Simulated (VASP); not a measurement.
# MgO (dq5) (Fm-3m) in VASP: vibrations by perturbation theory with LDA

Aim: the vibrations by perturbation theory of MgO (dq5) with LDA.

All numbers are computed with VASP 6.6.1; they aren't measurements. Logs are shortened: lines on timing, memory, paths and dates and some standing lists are left out, and cuts for length are marked.

**1. The cell of the first run**

Symmetry: Fm-3m, No. 225, cubic system. Conventional cell: a = 4.161 Å, b = 4.161 Å, c = 4.161 Å, α = 90.00°, β = 90.00°, γ = 90.00°. Within 2.8 Å of Mg (site symmetry m-3m) lie 6 O at 2.08 Å. Within 2.8 Å of O (site symmetry m-3m) lie 6 Mg at 2.08 Å.

**2. Vibrations by perturbation theory, LDA**

File INCAR:

```
PREC     = Accurate       # precision mode
ENCUT    = 520            # plane-wave cutoff, eV
EDIFF    = 1E-8           # SCF threshold, eV
ISMEAR   = 0              # smearing method
SIGMA    = 0.01           # smearing width, eV
LREAL    = F              # projectors in reciprocal space
LASPH    = T              # aspherical terms in the spheres
NELM     = 80             # most SCF steps
ALGO     = Normal         # electronic algorithm
ISIF     = 2              # what is computed and relaxed
LWAVE    = F              # write WAVECAR
LCHARG   = F              # write CHGCAR
GGA      = CA             # functional
IBRION   = 8              # ionic algorithm
NSW      = 1              # ionic steps
LEPSILON = T              # dielectric tensor by DFPT
```

File KPOINTS:

```
regular mesh
0
Gamma
  8 8 8
```

File POSCAR:

```
MgO
1.0
    0.0000000000      2.0803529743      2.0803529743
    2.0803529743      0.0000000000      2.0803529743
    2.0803529743      2.0803529743      0.0000000000
Mg O
1 1
Direct
    0.0000000000      0.0000000000      0.0000000000
    0.5000000000      0.5000000000      0.5000000000
```

Potentials or basis: VASP PAW LDA potentials, release 64 (Mg, O).

On the command line:

```
$ cat potpaw_LDA.64/Mg/POTCAR potpaw_LDA.64/O/POTCAR > POTCAR
$ mpirun -np 1 vasp_std > vasp.out
```

OUTCAR:

```text
PREC = Accurate
   ENCUT = 520
   EDIFF = 1E-8
   ISMEAR = 0
   LREAL = F
   LASPH = T
   NELM = 80
   ISIF = 2
   GGA = CA
   IBRION = 8
   NSW = 1
   LEPSILON = T

 ion  position               nearest neighbor table
   1  0.000  0.000  0.000-   2 2.08   2 2.08   2 2.08   2 2.08   2 2.08   2 2.08
   2  0.500  0.500  0.500-   1 2.08   1 2.08   1 2.08   1 2.08   1 2.08   1 2.08

  LATTYP: Found a face centered cubic cell.
 ALAT       =     4.1607059486

  Lattice vectors:

 A1 = (   0.0000000000,   2.0803529743,   2.0803529743)
 A2 = (   2.0803529743,   0.0000000000,   2.0803529743)
 A3 = (   2.0803529743,   2.0803529743,   0.0000000000)

Analysis of symmetry for initial positions (statically):
=====================================================================
 Subroutine PRICEL returns:
 Original cell was already a primitive cell.

 Routine SETGRP: Setting up the symmetry group for a
 face centered cubic supercell.

 Subroutine GETGRP returns: Found 48 space group operations
 (whereof 48 operations were pure point group operations)
 out of a pool of 48 trial point group operations.

The static configuration has the point symmetry O_h .

Analysis of symmetry for dynamics (positions and initial velocities):
=====================================================================
 Subroutine PRICEL returns:
 Original cell was already a primitive cell.

 Routine SETGRP: Setting up the symmetry group for a
 face centered cubic supercell.

 Subroutine GETGRP returns: Found 48 space group operations
 (whereof 48 operations were pure point group operations)
 out of a pool of 48 trial point group operations.

The dynamic configuration has the point symmetry O_h .

 Subroutine INISYM returns: Found 48 space group operations
 (whereof 48 operations are pure point group operations),
 and found     1 'primitive' translations

----------------------------------------------------------------------------------------

                                     Primitive cell

  volume of cell :      18.0070

  direct lattice vectors                    reciprocal lattice vectors
     0.000000000  2.080352974  2.080352974    -0.240343829  0.240343829  0.240343829
     2.080352974  0.000000000  2.080352974     0.240343829 -0.240343829  0.240343829
     2.080352974  2.080352974  0.000000000     0.240343829  0.240343829 -0.240343829

  length of vectors
     2.942063391  2.942063391  2.942063391     0.416287724  0.416287724  0.416287724

  position of ions in fractional coordinates (direct lattice)
     0.000000000  0.000000000  0.000000000
     0.500000000  0.500000000  0.500000000

  ion indices of the primitive-cell ions
   primitive index   ion index
                 1           1
                 2           2

----------------------------------------------------------------------------------------

 KPOINTS: regular mesh

Automatic generation of k-mesh.
 Grid dimensions read from file:
 generate k-points for:    8    8    8

 Generating k-lattice:

  Cartesian coordinates                     Fractional coordinates (reciprocal lattice)
    -0.030042979  0.030042979  0.030042979     0.125000000  0.000000000  0.000000000
[... 414 lines left out ...]
  ---------------------------------------------------
  free energy    TOTEN  =        -0.11218696 eV

  energy without entropy =       -0.11218696

------------------------ aborting loop because EDIFF is reached ----------------------------------------

--------------------------------------- Ionic step        2  -------------------------------------------

------------------------ aborting loop because EDIFF is reached ----------------------------------------

--------------------------------------- Ionic step        3  -------------------------------------------

------------------------ aborting loop because EDIFF is reached ----------------------------------------

 PIEZOELECTRIC TENSOR FIELD DIRECTION 3  (e Angst)
 -----------------------------------------------------------------------------
    -0.00012  0.00000 -0.00000           ( -0.00001  0.00000 -0.00000)
     0.00000 -0.00012 -0.00000           (  0.00000 -0.00001  0.00000)
    -0.00000  0.00000 -0.00021           ( -0.00000  0.00000 -0.00001)

 PIEZOELECTRIC TENSOR FIELD DIRECTION 3  (C/m^2)
 -----------------------------------------------------------------------------
    -0.00011  0.00000 -0.00000
     0.00000 -0.00011 -0.00000
    -0.00000  0.00000 -0.00019

--------------------------------------- Ionic step        4  -------------------------------------------

------------------------ aborting loop because EDIFF is reached ----------------------------------------

[... ionic steps 5 to 6 ...]

--------------------------------------- Ionic step        7  -------------------------------------------

 Free energy of the ion-electron system (eV)
  ---------------------------------------------------
  ---------------------------------------------------
  free energy    TOTEN  =        -0.35241561 eV

  energy without entropy =       -0.35241561

------------------------ aborting loop because EDIFF is reached ----------------------------------------

 INTERNAL STRAIN TENSOR  FOR ION    2  DIRECTION 1   (eV/Angst):
 -----------------------------------------------------------------------------
    -0.00552 -0.00000  0.00000
     0.00000  0.00708 -0.00000
     0.00000 -0.00000  0.00708

 MACROSCOPIC STATIC DIELECTRIC TENSOR (including local field effects in DFT)
 ------------------------------------------------------
           3.107392     0.000000     0.000000
           0.000000     3.107392    -0.000000
           0.000000     0.000000     3.107392
 ------------------------------------------------------

 PIEZOELECTRIC TENSOR (including local field effects)  for field in x, y, z        (e  Angst)
          XX          YY          ZZ          XY          YZ          ZX
  --------------------------------------------------------------------------------
  x     0.00000     0.00000     0.00000     0.00000     0.00000     0.00000
  y     0.00000     0.00000     0.00000     0.00000     0.00000     0.00000
  z     0.00000     0.00000     0.00000     0.00000     0.00000     0.00000

 PIEZOELECTRIC TENSOR (including local field effects)  for field in x, y, z        (C/m^2)
          XX          YY          ZZ          XY          YZ          ZX
  --------------------------------------------------------------------------------
  x     0.00000     0.00000     0.00000     0.00000     0.00000     0.00000
  y     0.00000     0.00000     0.00000     0.00000     0.00000     0.00000
  z     0.00000     0.00000     0.00000     0.00000     0.00000     0.00000

 BORN EFFECTIVE CHARGES (including local field effects) (in |e|, cummulative output)
 ---------------------------------------------------------------------------------
 ion    1
    1     1.95324    -0.00000     0.00000
    2     0.00000     1.95324    -0.00000
    3    -0.00000    -0.00000     1.95324
 ion    2
    1    -1.95324     0.00000    -0.00000
    2    -0.00000    -1.95324     0.00000
    3     0.00000     0.00000    -1.95324

 INTERNAL STRAIN TENSOR FOR ION    2 for displacements in x,y,z  (eV/Angst):
          X           Y           Z          XY          YZ          ZX
  --------------------------------------------------------------------------------
  x     0.00000     0.00000     0.00000     0.00000     0.00000     0.00000
  y     0.00000     0.00000     0.00000     0.00000     0.00000     0.00000
  z     0.00000     0.00000     0.00000     0.00000     0.00000     0.00000

 SECOND DERIVATIVES (NOT SYMMETRIZED)
 ------------------------------------
               1X          1Y          1Z          2X          2Y          2Z
  1X    -6.059862    0.000000    0.000000    6.059862    0.000000    0.000000
  1Y     0.000000   -6.059862    0.000000    0.000000    6.059862    0.000000
  1Z     0.000000    0.000000   -6.059862    0.000000    0.000000    6.059862
  2X     6.068941    0.000000    0.000000   -6.068941    0.000000    0.000000
  2Y     0.000000    6.068941    0.000000    0.000000   -6.068941    0.000000
  2Z     0.000000    0.000000    6.068941    0.000000    0.000000   -6.068941

 Eigenvectors and eigenvalues of the dynamical matrix
 ----------------------------------------------------

   1 f  =   12.395096 THz    77.880684 2PiTHz  413.455894 cm-1    51.261974 meV
             X         Y         Z           dx          dy          dz
      0.000000  0.000000  0.000000    -0.629774    0.000000    0.000000
      2.080353  2.080353  2.080353     0.776779    0.000000    0.000000
[... 21 lines left out ...]
   6 f/i=    0.004539 THz     0.028519 2PiTHz    0.151404 cm-1     0.018772 meV
             X         Y         Z           dx          dy          dz
      0.000000  0.000000  0.000000     0.000000    0.000000    0.776779
      2.080353  2.080353  2.080353     0.000000    0.000000    0.629774

--------------------------------------------------------------------------------------------------------

 MACROSCOPIC STATIC DIELECTRIC TENSOR IONIC CONTRIBUTION
 ------------------------------------------------------
           6.321928    -0.000000    -0.000000
          -0.000000     6.321928    -0.000000
          -0.000000    -0.000000     6.321928
 ------------------------------------------------------

 ELASTIC MODULI CONTR FROM IONIC RELAXATION (kBar)
 Direction    XX          YY          ZZ          XY          YZ          ZX
 --------------------------------------------------------------------------------
 XX           0.0000      0.0000      0.0000      0.0000      0.0000      0.0000
 YY           0.0000      0.0000      0.0000      0.0000      0.0000      0.0000
 ZZ           0.0000      0.0000      0.0000      0.0000      0.0000      0.0000
 XY           0.0000      0.0000      0.0000      0.0000      0.0000      0.0000
 YZ           0.0000      0.0000      0.0000      0.0000      0.0000      0.0000
 ZX           0.0000      0.0000      0.0000      0.0000      0.0000      0.0000
 --------------------------------------------------------------------------------

 PIEZOELECTRIC TENSOR IONIC CONTR  for field in x, y, z        (C/m^2)
          XX          YY          ZZ          XY          YZ          ZX
  --------------------------------------------------------------------------------
  x     0.00000     0.00000     0.00000     0.00000     0.00000     0.00000
  y     0.00000     0.00000     0.00000     0.00000     0.00000     0.00000
  z     0.00000     0.00000     0.00000     0.00000     0.00000     0.00000
```

Wall time 1.8 min (1 thread of Intel Xeon 8259CL, shared host); peak memory 0.16 GiB.

Results:

```
Electronic dielectric tensor (diagonal)                 : 3.11
Born charges (mean of the diagonal)                     : Mg +1.95; O -1.95 e
Highest phonon frequency at Γ, LO-TO splitting left out : 413 cm⁻¹
```

Phonon frequencies in cm⁻¹ (negative: imaginary):
```csv
q point,frequencies
"(0.000, 0.000, 0.000)",0 0 0 413 413 413
```

Electronic dielectric tensor:
```
3.11 0.00 0.00
0.00 3.11 0.00
0.00 0.00 3.11
```

Born effective charge tensors (e):
atom 1, Mg
```
1.95 0.00 0.00
0.00 1.95 0.00
0.00 0.00 1.95
```
atom 2, O
```
-1.95  0.00  0.00
 0.00 -1.95  0.00
 0.00  0.00 -1.95
```

Caveat: the cell wasn't relaxed at this level first, which shifts response properties.
